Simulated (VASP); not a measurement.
# Mg (P6_3/mmc) in VASP: single point with r2SCAN

Aim: the single point of Mg with r2SCAN.

Program: VASP 6.6.1. These are calculated values, not measurements. Logs are shortened: lines on timing, memory, paths and dates and some standing lists are left out, and cuts for length are marked.

## (1) The cell of the first run

Symmetry: P6_3/mmc, No. 194, hexagonal system. Conventional cell: a = 3.098 Å, b = 3.098 Å, c = 5.192 Å, α = 90.00°, β = 90.00°, γ = 120.00°. Mg (site symmetry -6m2) has 12 Mg at 3.10 to 3.15 Å within 4.1 Å.

## (2) Single point, r2SCAN (biaxial strain in the a-b plane: -3.0 %, then relaxed in part)

Contents of POSCAR:

```
Mg
1.0
    3.0980680142      0.0000000000      0.0000000000
   -1.5490340071      2.6830056029      0.0000000000
    0.0000000000      0.0000000000      5.1918966661
Mg
2
Direct
    0.3333333333      0.6666666667      0.2500000000
    0.6666666667      0.3333333333      0.7500000000
```

Contents of INCAR.step1:

```
ALGO     = Normal         # electronic algorithm
EDIFF    = 1E-5           # SCF threshold, eV
ENCUT    = 920            # plane-wave cutoff, eV
GGA      = PE             # functional
GGA_COMPAT= F            
ISMEAR   = 0              # smearing method
LASPH    = T              # aspherical terms in the spheres
LCHARG   = F              # write CHGCAR
LREAL    = F              # projectors in reciprocal space
LWAVE    = T              # write WAVECAR
NBANDS   = 17             # bands
NELM     = 120            # most SCF steps
PREC     = Accurate       # precision mode
SIGMA    = 0.1            # smearing width, eV
```

Contents of INCAR.step2:

```
ALGO     = Normal         # electronic algorithm
EDIFF    = 1E-6           # SCF threshold, eV
ENCUT    = 920            # plane-wave cutoff, eV
GGA_COMPAT= F            
ISIF     = 2              # what is computed and relaxed
ISMEAR   = 0              # smearing method
ISTART   = 1            
LASPH    = T              # aspherical terms in the spheres
LCHARG   = F              # write CHGCAR
LMIXTAU  = T            
LREAL    = F              # projectors in reciprocal space
LWAVE    = F              # write WAVECAR
METAGGA  = R2SCAN         # meta-GGA
NBANDS   = 17             # bands
NELM     = 120            # most SCF steps
PREC     = Accurate       # precision mode
SIGMA    = 0.1            # smearing width, eV
```

Contents of KPOINTS:

```
k-points
0
Gamma
  15 15 8
```

Potentials or basis: VASP PAW PBE potentials, release 64 (Mg_sv).

Launch:

```console
$ cat potpaw_PBE.64/Mg_sv/POTCAR > POTCAR
$ cp INCAR.step1 INCAR
$ mpirun -np 1 vasp_std > vasp.out
$ cp INCAR.step2 INCAR
$ mpirun -np 1 vasp_std > vasp.out
```

OUTCAR:

```text
EDIFF = 1E-6
   ENCUT = 920
   ISIF = 2
   ISMEAR = 0
   ISTART = 1
   LASPH = T
   LREAL = F
   METAGGA = R2SCAN
   NELM = 120
   PREC = Accurate

 ion  position               nearest neighbor table
   1  0.333  0.667  0.250-
   2  0.667  0.333  0.750-

  LATTYP: Found a hexagonal cell.
 ALAT       =     3.0980680142
 C/A-ratio  =     1.6758498013

  Lattice vectors:

 A1 = (   3.0980680142,   0.0000000000,   0.0000000000)
 A2 = (  -1.5490340071,   2.6830056029,   0.0000000000)
 A3 = (   0.0000000000,   0.0000000000,   5.1918966661)

Analysis of symmetry for initial positions (statically):
=====================================================================
 Subroutine PRICEL returns:
 Original cell was already a primitive cell.

 Routine SETGRP: Setting up the symmetry group for a
 hexagonal supercell.

 Subroutine GETGRP returns: Found 24 space group operations
 (whereof 12 operations were pure point group operations)
 out of a pool of 24 trial point group operations.

The static configuration has the point symmetry D_3d.
 The point group associated with its full space group is D_6h.

Analysis of symmetry for dynamics (positions and initial velocities):
=====================================================================
 Subroutine PRICEL returns:
 Original cell was already a primitive cell.

 Routine SETGRP: Setting up the symmetry group for a
 hexagonal supercell.

 Subroutine GETGRP returns: Found 24 space group operations
 (whereof 12 operations were pure point group operations)
 out of a pool of 24 trial point group operations.

The dynamic configuration has the point symmetry D_3d.
 The point group associated with its full space group is D_6h.

 Subroutine INISYM returns: Found 24 space group operations
 (whereof 12 operations are pure point group operations),
 and found     1 'primitive' translations

----------------------------------------------------------------------------------------

                                     Primitive cell

  volume of cell :      43.1557

  direct lattice vectors                    reciprocal lattice vectors
     3.098068014  0.000000000  0.000000000     0.322781810  0.186358165  0.000000000
    -1.549034007  2.683005603  0.000000000     0.000000000  0.372716329  0.000000000
     0.000000000  0.000000000  5.191896666     0.000000000  0.000000000  0.192607840

  length of vectors
     3.098068014  3.098068014  5.191896666     0.372716329  0.372716329  0.192607840

  position of ions in fractional coordinates (direct lattice)
     0.333333333  0.666666667  0.250000000
     0.666666667  0.333333333  0.750000000

  ion indices of the primitive-cell ions
   primitive index   ion index
                 1           1
                 2           2

----------------------------------------------------------------------------------------

 KPOINTS: k-points

Automatic generation of k-mesh.
 Grid dimensions read from file:
 generate k-points for:   15   15    8

 Generating k-lattice:

  Cartesian coordinates                     Fractional coordinates (reciprocal lattice)
     0.021518787  0.012423878  0.000000000     0.066666667  0.000000000  0.000000000
     0.000000000  0.024847755  0.000000000     0.000000000  0.066666667  0.000000000
     0.000000000  0.000000000  0.024075980     0.000000000  0.000000000  0.125000000

  Length of vectors
     0.024847755  0.024847755  0.024075980

  Shift w.r.t. Gamma in fractional coordinates (k-lattice)
     0.000000000  0.000000000  0.000000000

 Subroutine IBZKPT returns following result:
 ===========================================

 Found    135 irreducible k-points:

 Following reciprocal coordinates:
            Coordinates               Weight
  0.000000  0.000000  0.000000      1.000000
  0.066667  0.000000  0.000000      6.000000
  0.133333 -0.000000  0.000000      6.000000
  0.200000 -0.000000  0.000000      6.000000
  0.266667 -0.000000  0.000000      6.000000
  0.333333  0.000000  0.000000      6.000000
[... 16 lines left out ...]
  0.333333  0.200000  0.000000     12.000000
  0.400000  0.200000  0.000000      6.000000
 [... further k-points ...]
   k-points           NKPTS =    135   k-points in BZ     NKDIM =    135   number of bands    NBANDS=     17
   number of dos      NEDOS =    301   number of ions     NIONS =      2
   total plane-waves  NPLWV =  55296
   dimension x,y,z NGX =    32 NGY =   32 NGZ =   54
   dimension x,y,z NGXF=    64 NGYF=   64 NGZF=  108
   ions per type =               2
   NGX,Y,Z   is equivalent  to a cutoff of  17.17, 17.17, 17.29 a.u.
   NGXF,Y,Z  is equivalent  to a cutoff of  34.34, 34.34, 34.58 a.u.
 SYSTEM =  unknown system
   PREC   = accura    normal or accurate (medium, high low for compatibility)
   ISTART =      1    job   : 0-new  1-cont  2-samecut
   ICHARG =      0    charge: 1-file 2-atom 10-const
   ISPIN  =      1    spin polarized calculation?
   LNONCOLLINEAR =      F non collinear calculations
   LSORBIT =      F    spin-orbit coupling
   LASPH  =      T    aspherical Exc in radial PAW
   ENCUT  =  920.0 eV  67.62 Ry    8.22 a.u.   7.66  7.66 12.84*2*pi/ulx,y,z
   NELM   =    120;   NELMIN=  2; NELMDL=  0     # of ELM steps
   EDIFF  = 0.1E-05   stopping-criterion for ELM
   LREAL  =      F    real-space projection
[... 7 lines left out ...]
   TEBEG  =    0.0;   TEEND  =   0.0 temperature during run
   PSTRESS=    0.0 pullay stress
   NELECT =      20.0000    total number of electrons
   NUPDOWN=      -1.0000    fix difference up-down
   EMIN   =  10.00;   EMAX   =-10.00  energy-range for DOS
   EFERMI =   0.00;   METHOD = LEGACY
   ISMEAR =     0;   SIGMA  =   0.10  broadening in eV -4-tet -1-fermi 0-gaus
   EFERMI_NEDOS =   21; number of points for ismear=-14 and -15
   IALGO  =     38    algorithm
   IMIX   =      4    mixing-type and parameters
     AMIX     =   0.40;   BMIX     =  1.00
     AMIX_MAG =   1.60;   BMIX_MAG =  1.00
  volume/ion in A,a.u.               =      21.58       145.61
  Fermi-wavevector in a.u.,A,eV,Ry     =   1.266889  2.394073 21.837464  1.605008
  Thomas-Fermi vector in A             =   2.400066
   LORBIT       =      0    0 simple, 1 ext, 2 COOP (PROOUT), +10 PAW based schemes
   METAGGA = R2SCAN    functional components
   LHFCALC =     F    Hartree Fock is set to
   AEXX    =    0.0000 exact exchange contribution
   IVDW    =     0    specifies the selected vdW correction
   LEPSILON=     F    determine dielectric tensor
   LRPA    =     F    only Hartree local field effects (RPA)
 non-spin polarized calculation
 Gauss-broadening in eV      SIGMA  =   0.10
  energy-cutoff  :      920.00
  volume of cell :       43.16
 maximum number of plane-waves:      2762
 NGX is ok and might be reduce to    32
   NGX = 15   NGY = 15   NGZ = 25

 number of electron      20.0000002 magnetization

 Free energy of the ion-electron system (eV)
  ---------------------------------------------------
  ext. energy  EPLUGINS =         0.00000000
  ---------------------------------------------------
  free energy    TOTEN  =        -8.33170461 eV

  energy without entropy =       -8.32805398  energy(sigma->0) =       -8.32987930

 E-fermi :   2.7383     XC(G=0):  -9.6241

 val. band max:        2.7171656223   @ k =   0.3333   0.1333   0.1250
 cond. band min:       2.7640379396   @ k =   0.3333   0.3333   0.3750
 fundamental gap:      0.0468723173
 Fermi energy:         2.7382658645

 k-point     1 :       0.0000    0.0000    0.0000
  band No.  band energies     occupation
      1     -76.1856      2.00000
      2     -76.1820      2.00000
      3     -41.3147      2.00000
      4     -41.2748      2.00000
      5     -41.2728      2.00000
      6     -41.2728      2.00000
[... 9 lines left out ...]
     16      15.5921      0.00000
     17      18.1030      0.00000

 k-point     2 :       0.0667    0.0000    0.0000
  band No.  band energies     occupation
      1     -76.1855      2.00000
      2     -76.1820      2.00000
      3     -41.3141      2.00000
      4     -41.2750      2.00000
      5     -41.2743      2.00000
      6     -41.2733      2.00000
[... 9 lines left out ...]
     16      16.6110      0.00000
     17      18.0719      0.00000

 k-point     3 :       0.1333   -0.0000    0.0000
  band No.  band energies     occupation
      1     -76.1850      2.00000
      2     -76.1817      2.00000
      3     -41.3124      2.00000
      4     -41.2787      2.00000
      5     -41.2756      2.00000
      6     -41.2746      2.00000
[... 9 lines left out ...]
     16      16.1739      0.00000
     17      17.5848      0.00000

 k-point     4 :       0.2000   -0.0000    0.0000
  band No.  band energies     occupation
      1     -76.1843      2.00000
      2     -76.1813      2.00000
      3     -41.3097      2.00000
      4     -41.2851      2.00000
      5     -41.2800      2.00000
      6     -41.2766      2.00000
[... 9 lines left out ...]
     16      15.4053      0.00000
     17      17.1921      0.00000
[... 343 lines left out ...]
      1     -76.1816      2.00000
      2     -76.1802      2.00000
      3     -41.3008      2.00000
      4     -41.2983      2.00000
      5     -41.2982      2.00000
      6     -41.2859      2.00000
[... 9 lines left out ...]
     16      10.9170      0.00000
     17      12.4885      0.00000

 k-point    23 :       0.3333    0.2000    0.0000
  band No.  band energies     occupation
      1     -76.1811      2.00000
      2     -76.1801      2.00000
      3     -41.3038      2.00000
      4     -41.2991      2.00000
      5     -41.2952      2.00000
      6     -41.2889      2.00000
[... 9 lines left out ...]
     16      10.6151      0.00000
     17      12.1638      0.00000

 k-point    24 :       0.4000    0.2000    0.0000
  band No.  band energies     occupation
      1     -76.1809      2.00000
      2     -76.1802      2.00000
      3     -41.3049      2.00000
      4     -41.2992      2.00000
      5     -41.2937      2.00000
      6     -41.2902      2.00000
[... 9 lines left out ...]
     16      10.5178      0.00000
     17      12.0629      0.00000

 [... further k-points ...]

------------------------ aborting loop because EDIFF is reached ----------------------------------------

  FORCE on cell =-STRESS in cart. coord.  units (eV):
  Direction    XX          YY          ZZ          XY          YZ          ZX
  --------------------------------------------------------------------------------------
  -------------------------------------------------------------------------------------
  Total        0.8325668      0.8325668     -0.0491491      0.0000000     -0.0000000      0.0000000
  in kB       30.9094370     30.9094370     -1.8246823      0.0000000     -0.0000000      0.0000000
  external PRESSURE =      19.9980639 kB  Pullay stress =       0.0000000 kB

 VOLUME and BASIS-vectors are now :
 -----------------------------------------------------------------------------
  energy-cutoff  :      920.00
  volume of cell :       43.16
      direct lattice vectors                 reciprocal lattice vectors
     3.098068014  0.000000000  0.000000000     0.322781810  0.186358165  0.000000000
    -1.549034007  2.683005603  0.000000000     0.000000000  0.372716329  0.000000000
     0.000000000  0.000000000  5.191896666     0.000000000  0.000000000  0.192607840

 POSITION                                       TOTAL-FORCE (eV/Angst)
 -----------------------------------------------------------------------------------
     -0.00000      1.78867      1.29797         0.000000     -0.000000      0.000000
      1.54903      0.89434      3.89392        -0.000000      0.000000      0.000000
 -----------------------------------------------------------------------------------
    total drift:                               -0.000000      0.000000     -0.000000

  FREE ENERGIE OF THE ION-ELECTRON SYSTEM (eV)
  ---------------------------------------------------
  free  energy   TOTEN  =        -8.3317046055 eV

  energy  without entropy=       -8.3280539849  energy(sigma->0) =       -8.32987930
```

Wall time 18 min (1 thread of Intel Xeon Platinum 8375C at 2.90GHz (Ice Lake), shared host); peak memory 0.35 GiB.

Results:

```yaml
Free_energy: -8.3317 eV
Pressure: 2.0 GPa
Band_gap_on_the_k_mesh: zero (bands 10 and 11 overlap by 2.48 eV)
```

Levels at points of the mesh, in eV from the Fermi level:
| k point | band 6 | band 7 | band 8 | band 9 | band 10 | band 11 | band 12 | band 13 | band 14 | band 15 |
| --- | --- | --- | --- | --- | --- | --- | --- | --- | --- | --- |
| (0.00, 0.00, 0.00) | -44.01 | -44.01 | -44.01 | -7.66 | -2.18 | -1.49 | 12.46 | 12.46 | 12.70 | 12.85 |
| (0.00, 0.00, 0.50) | -44.01 | -44.01 | -44.01 | -6.17 | -6.17 | 5.08 | 5.08 | 13.19 | 13.19 | 13.19 |

Caveat: the cell differs from its parent crystal (biaxial strain in the a-b plane: -3.0 %, then relaxed in part); the PAW data sets were made with another functional, which shifts forces and pressure a little.

The gap in the log of VASP goes by the Fermi energy; the results here count the filled bands.